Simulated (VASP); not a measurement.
# Ti2BN3 (P4/mmm) in VASP: further runs

The runs below take Ti2BN3 through single point, with PBE.

Program: VASP 6.6.1. These are calculated values, not measurements. Logs are shortened: lines on timing, memory, paths and dates and some standing lists are left out, and cuts for length are marked.

### 1 The cell of the first run

The structure is tetragonal, space group P4/mmm (No. 123). Conventional cell: a = 2.803 Å, b = 2.803 Å, c = 7.234 Å, α = 90.00°, β = 90.00°, γ = 90.00°. Ti (site symmetry 4mm) has 8 N at 2.08 to 2.44 Å and 1 B at 2.20 Å within 2.8 Å. B (site symmetry 4/mmm) has 2 Ti at 2.20 Å and 8 N at 2.52 Å and 4 B at 2.80 Å within 2.9 Å. Within 2.7 Å of N (site symmetry 4/mmm) lie 2 N at 2.05 Å and 8 Ti at 2.44 Å. N (site symmetry 4mm) has 1 N at 2.05 Å and 4 Ti at 2.08 Å and 4 B at 2.52 Å within 2.7 Å.

### 2 Single point, PBE

Contents of INCAR:

```
PREC     = Accurate       # precision mode
ENCUT    = 520            # plane-wave cutoff, eV
EDIFF    = 1E-6           # SCF threshold, eV
ISMEAR   = 0              # smearing method
SIGMA    = 0.1            # smearing width, eV
LREAL    = False          # projectors in reciprocal space
LASPH    = True           # aspherical terms in the spheres
NELM     = 60             # most SCF steps
ALGO     = Normal         # electronic algorithm
ISIF     = 2              # what is computed and relaxed
LWAVE    = False          # write WAVECAR
LCHARG   = False          # write CHGCAR
GGA      = PE             # functional
NBANDS   = 30             # bands
```

Contents of KPOINTS:

```
regular mesh
0
Gamma
  14 14 6
```

Contents of POSCAR:

```
Ti2BN3
1.0
    2.8029217242      0.0000000000      0.0000000000
    0.0000000000      2.8029217242      0.0000000000
    0.0000000000      0.0000000000      7.2337088522
Ti B N
2 1 3
Direct
    0.5000000000      0.5000000000      0.8043779922
    0.5000000000      0.5000000000      0.1956220078
    0.5000000000      0.5000000000      0.5000000000
    0.0000000000      0.0000000000      0.0000000000
    0.0000000000      0.0000000000      0.7160097970
    0.0000000000      0.0000000000      0.2839902030
```

Potentials or basis: VASP PAW PBE potentials, release 64 (Ti_sv, B, N).

Launch:

```console
cat potpaw_PBE.64/Ti_sv/POTCAR potpaw_PBE.64/B/POTCAR potpaw_PBE.64/N/POTCAR > POTCAR
mpirun -np 1 vasp_std > vasp.out
```

OUTCAR:

```text
PREC = Accurate
   ENCUT = 520
   EDIFF = 1E-6
   ISMEAR = 0
   LREAL = False
   LASPH = True
   NELM = 60
   ISIF = 2
   GGA = PE

 ion  position               nearest neighbor table
   1  0.500  0.500  0.804-   5 2.08   5 2.08   5 2.08   5 2.08   3 2.20   2 2.83
   2  0.500  0.500  0.196-   6 2.08   6 2.08   6 2.08   6 2.08   3 2.20   1 2.83
   3  0.500  0.500  0.500-   1 2.20   2 2.20
   4  0.000  0.000  0.000-
   5  0.000  0.000  0.716-   1 2.08   1 2.08   1 2.08   1 2.08
   6  0.000  0.000  0.284-   2 2.08   2 2.08   2 2.08   2 2.08

  LATTYP: Found a simple tetragonal cell.
 ALAT       =     2.8029217242
 C/A-ratio  =     2.5807744789

  Lattice vectors:

 A1 = (   2.8029217242,   0.0000000000,   0.0000000000)
 A2 = (   0.0000000000,   2.8029217242,   0.0000000000)
 A3 = (   0.0000000000,   0.0000000000,   7.2337088522)

Analysis of symmetry for initial positions (statically):
=====================================================================
 Subroutine PRICEL returns:
 Original cell was already a primitive cell.

 Routine SETGRP: Setting up the symmetry group for a
 simple tetragonal supercell.

 Subroutine GETGRP returns: Found 16 space group operations
 (whereof 16 operations were pure point group operations)
 out of a pool of 16 trial point group operations.

The static configuration has the point symmetry D_4h.

Analysis of symmetry for dynamics (positions and initial velocities):
=====================================================================
 Subroutine PRICEL returns:
 Original cell was already a primitive cell.

 Routine SETGRP: Setting up the symmetry group for a
 simple tetragonal supercell.

 Subroutine GETGRP returns: Found 16 space group operations
 (whereof 16 operations were pure point group operations)
 out of a pool of 16 trial point group operations.

The dynamic configuration has the point symmetry D_4h.

 Subroutine INISYM returns: Found 16 space group operations
 (whereof 16 operations are pure point group operations),
 and found     1 'primitive' translations

----------------------------------------------------------------------------------------

                                     Primitive cell

  volume of cell :      56.8307

  direct lattice vectors                    reciprocal lattice vectors
     2.802921724  0.000000000  0.000000000     0.356770577  0.000000000  0.000000000
     0.000000000  2.802921724  0.000000000     0.000000000  0.356770577  0.000000000
     0.000000000  0.000000000  7.233708852     0.000000000  0.000000000  0.138241671

  length of vectors
     2.802921724  2.802921724  7.233708852     0.356770577  0.356770577  0.138241671

  position of ions in fractional coordinates (direct lattice)
     0.500000000  0.500000000  0.804377992
     0.500000000  0.500000000  0.195622008
     0.500000000  0.500000000  0.500000000
     0.000000000  0.000000000  0.000000000
     0.000000000  0.000000000  0.716009797
     0.000000000  0.000000000  0.283990203

  ion indices of the primitive-cell ions
   primitive index   ion index
                 1           1
                 2           2
                 3           3
                 4           4
                 5           5
                 6           6

----------------------------------------------------------------------------------------

 KPOINTS: regular mesh

Automatic generation of k-mesh.
 Grid dimensions read from file:
 generate k-points for:   14   14    6

 Generating k-lattice:

  Cartesian coordinates                     Fractional coordinates (reciprocal lattice)
     0.025483613  0.000000000  0.000000000     0.071428571  0.000000000  0.000000000
     0.000000000  0.025483613  0.000000000     0.000000000  0.071428571  0.000000000
     0.000000000  0.000000000  0.023040279     0.000000000  0.000000000  0.166666667

  Length of vectors
     0.025483613  0.025483613  0.023040279

  Shift w.r.t. Gamma in fractional coordinates (k-lattice)
     0.000000000  0.000000000  0.000000000

 Subroutine IBZKPT returns following result:
 ===========================================

 Found    144 irreducible k-points:

 Following reciprocal coordinates:
            Coordinates               Weight
  0.000000  0.000000  0.000000      1.000000
  0.071429  0.000000  0.000000      4.000000
  0.142857  0.000000  0.000000      4.000000
  0.214286  0.000000  0.000000      4.000000
  0.285714  0.000000  0.000000      4.000000
  0.357143  0.000000  0.000000      4.000000
[... 16 lines left out ...]
  0.285714  0.214286  0.000000      8.000000
  0.357143  0.214286  0.000000      8.000000
 [... further k-points ...]
   k-points           NKPTS =    144   k-points in BZ     NKDIM =    144   number of bands    NBANDS=     30
   number of dos      NEDOS =    301   number of ions     NIONS =      6
   total plane-waves  NPLWV =  31104
   dimension x,y,z NGX =    24 NGY =   24 NGZ =   54
   dimension x,y,z NGXF=    48 NGYF=   48 NGZF=  108
   ions per type =               2   1   3
   NGX,Y,Z   is equivalent  to a cutoff of  14.23, 14.23, 12.41 a.u.
   NGXF,Y,Z  is equivalent  to a cutoff of  28.47, 28.47, 24.82 a.u.
 SYSTEM =  unknown system
   PREC   = accura    normal or accurate (medium, high low for compatibility)
   ISTART =      0    job   : 0-new  1-cont  2-samecut
   ICHARG =      2    charge: 1-file 2-atom 10-const
   ISPIN  =      1    spin polarized calculation?
   LNONCOLLINEAR =      F non collinear calculations
   LSORBIT =      F    spin-orbit coupling
   LASPH  =      T    aspherical Exc in radial PAW
   ENCUT  =  520.0 eV  38.22 Ry    6.18 a.u.   5.21  5.21 13.45*2*pi/ulx,y,z
   NELM   =     60;   NELMIN=  2; NELMDL= -5     # of ELM steps
   EDIFF  = 0.1E-05   stopping-criterion for ELM
   LREAL  =      F    real-space projection
   EDIFFG = 0.1E-04   stopping-criterion for IOM
   NSW    =      0    number of steps for IOM
   IBRION =     -1    ionic relax: 0-MD 1-quasi-New 2-CG
   NFREE  =      0    steps in history (QN), initial steepest desc. (CG)
   ISIF   =      2    stress and relaxation
   ISYM   =      2    0-nonsym 1-usesym 2-fastsym
   POTIM  = 0.5000    time-step for ionic-motion
   TEBEG  =    0.0;   TEEND  =   0.0 temperature during run
   PSTRESS=    0.0 pullay stress
   NELECT =      42.0000    total number of electrons
   NUPDOWN=      -1.0000    fix difference up-down
   EMIN   =  10.00;   EMAX   =-10.00  energy-range for DOS
   EFERMI =   0.00;   METHOD = LEGACY
   ISMEAR =     0;   SIGMA  =   0.10  broadening in eV -4-tet -1-fermi 0-gaus
   EFERMI_NEDOS =   21; number of points for ismear=-14 and -15
   IALGO  =     38    algorithm
   IMIX   =      4    mixing-type and parameters
     AMIX     =   0.40;   BMIX     =  1.00
     AMIX_MAG =   1.60;   BMIX_MAG =  1.00
  volume/ion in A,a.u.               =       9.47        63.92
  Fermi-wavevector in a.u.,A,eV,Ry     =   1.480120  2.797021 29.807036  2.190755
  Thomas-Fermi vector in A             =   2.594193
   LORBIT       =      0    0 simple, 1 ext, 2 COOP (PROOUT), +10 PAW based schemes
   GGA     = PE    functional components
   LHFCALC =     F    Hartree Fock is set to
   AEXX    =    0.0000 exact exchange contribution
   IVDW    =     0    specifies the selected vdW correction
   LEPSILON=     F    determine dielectric tensor
   LRPA    =     F    only Hartree local field effects (RPA)
 non-spin polarized calculation
 Gauss-broadening in eV      SIGMA  =   0.10
  energy-cutoff  :      520.00
  volume of cell :       56.83
 maximum number of plane-waves:      1560
 NGX is ok and might be reduce to    24
   NGX = 11   NGY = 11   NGZ = 27

 number of electron      41.9999996 magnetization

 Free energy of the ion-electron system (eV)
  ---------------------------------------------------
  ext. energy  EPLUGINS =         0.00000000
  ---------------------------------------------------
  free energy    TOTEN  =       -46.53533661 eV

  energy without entropy =      -46.52754307  energy(sigma->0) =      -46.53143984

 E-fermi :   8.4173     XC(G=0): -12.3961

 val. band max:        8.4114453603   @ k =   0.4286   0.2143   0.5000
 cond. band min:       8.4224891867   @ k =   0.1429   0.0714   0.0000
 fundamental gap:      0.0110438264
 Fermi energy:         8.4173368415

 k-point     1 :       0.0000    0.0000    0.0000
  band No.  band energies     occupation
      1     -48.6449      2.00000
      2     -48.6157      2.00000
      3     -24.9920      2.00000
      4     -24.7406      2.00000
      5     -24.6882      2.00000
      6     -24.6882      2.00000
[... 22 lines left out ...]
     29      11.9598      0.00000
     30      12.7505      0.00000

 k-point     2 :       0.0714    0.0000    0.0000
  band No.  band energies     occupation
      1     -48.6414      2.00000
      2     -48.6123      2.00000
      3     -24.9875      2.00000
      4     -24.7386      2.00000
      5     -24.7207      2.00000
      6     -24.6949      2.00000
[... 22 lines left out ...]
     29      12.0354      0.00000
     30      12.6622      0.00000

 k-point     3 :       0.1429    0.0000    0.0000
  band No.  band energies     occupation
      1     -48.6316      2.00000
      2     -48.6027      2.00000
      3     -24.9748      2.00000
      4     -24.8109      2.00000
      5     -24.7864      2.00000
      6     -24.7242      2.00000
[... 22 lines left out ...]
     29      12.3777      0.00000
     30      12.5353      0.00000

 k-point     4 :       0.2143    0.0000    0.0000
  band No.  band energies     occupation
      1     -48.6174      2.00000
      2     -48.5888      2.00000
      3     -24.9575      2.00000
      4     -24.9382      2.00000
      5     -24.9079      2.00000
      6     -24.7122      2.00000
[... 616 lines left out ...]
     29      12.0780      0.00000
     30      12.6251      0.00000

 k-point    23 :       0.2857    0.2143    0.0000
  band No.  band energies     occupation
      1     -48.5751      2.00000
      2     -48.5473      2.00000
      3     -25.0346      2.00000
      4     -24.9997      2.00000
      5     -24.9041      2.00000
      6     -24.8708      2.00000
[... 22 lines left out ...]
     29      12.1411      0.00000
     30      12.9043      0.00000

 k-point    24 :       0.3571    0.2143    0.0000
  band No.  band energies     occupation
      1     -48.5611      2.00000
      2     -48.5337      2.00000
      3     -25.1500      2.00000
      4     -25.1111      2.00000
      5     -24.8871      2.00000
      6     -24.8515      2.00000
[... 22 lines left out ...]
     29      12.0592      0.00000
     30      12.5932      0.00000

 [... further k-points ...]
[... 5 lines left out ...]
  --------------------------------------------------------------------------------------
  -------------------------------------------------------------------------------------
  Total        0.1269165      0.1269165     -0.0015174      0.0000000      0.0000000     -0.0000000
  in kB        3.5780429      3.5780429     -0.0427777      0.0000000      0.0000000     -0.0000000
  external PRESSURE =       2.3711027 kB  Pullay stress =       0.0000000 kB

 VOLUME and BASIS-vectors are now :
 -----------------------------------------------------------------------------
  energy-cutoff  :      520.00
  volume of cell :       56.83
      direct lattice vectors                 reciprocal lattice vectors
     2.802921724  0.000000000  0.000000000     0.356770577  0.000000000  0.000000000
     0.000000000  2.802921724  0.000000000     0.000000000  0.356770577  0.000000000
     0.000000000  0.000000000  7.233708852     0.000000000  0.000000000  0.138241671

 POSITION                                       TOTAL-FORCE (eV/Angst)
 -----------------------------------------------------------------------------------
      1.40146      1.40146      5.81864        -0.000000      0.000000      0.020135
      1.40146      1.40146      1.41507         0.000000      0.000000     -0.020135
      1.40146      1.40146      3.61685        -0.000000     -0.000000      0.000000
      0.00000      0.00000      0.00000        -0.000000     -0.000000      0.000000
      0.00000      0.00000      5.17941        -0.000000     -0.000000     -0.027081
      0.00000      0.00000      2.05430        -0.000000     -0.000000      0.027081
 -----------------------------------------------------------------------------------
    total drift:                                0.000000     -0.000000      0.000000

  FREE ENERGIE OF THE ION-ELECTRON SYSTEM (eV)
  ---------------------------------------------------
  free  energy   TOTEN  =       -46.5353366067 eV

  energy  without entropy=      -46.5275430719  energy(sigma->0) =      -46.53143984
```

It took 2.2 min on 1 thread of Intel Xeon 6975P-C (Granite Rapids), shared host; peak memory 0.33 GiB.

What came out:

```yaml
Free_energy: -46.5353 eV
Pressure: 0.2 GPa
Largest_force: 0.027 eV/Å
Band_gap_on_the_k_mesh: zero (band 21 reaches 8.96 eV, above the bottom of band 22 at 7.15 eV)
```

Forces in eV/Å, atoms in the order of the input:
```
Ti   0.000  0.000  0.020
Ti   0.000  0.000 -0.020
B    0.000  0.000  0.000
N    0.000  0.000  0.000
N    0.000  0.000 -0.027
N    0.000  0.000  0.027
```

Levels at points of the mesh, in eV from the Fermi level:
```
           k point  band 18  band 19  band 20  band 21  band 22  band 23  band 24  band 25
(0.00, 0.00, 0.00)    -1.69    -1.69    -1.60    -1.25    -0.66     0.21     1.92     2.40
(0.50, 0.00, 0.00)    -3.57    -3.21    -1.00     0.08     1.56     1.64     1.93     2.49
(0.50, 0.50, 0.00)    -4.48    -3.45    -2.32    -0.21     1.60     1.60     1.81     2.27
(0.00, 0.00, 0.50)    -1.86    -1.69    -1.69    -1.58    -1.27     1.84     2.40     2.48
(0.50, 0.00, 0.50)    -3.61    -1.48    -1.23    -0.72     0.11     1.82     2.04     2.12
(0.50, 0.50, 0.50)    -4.49    -3.21    -1.35    -1.18     1.52     1.52     1.88     2.39
```

(Continued in part 2 of 2.)
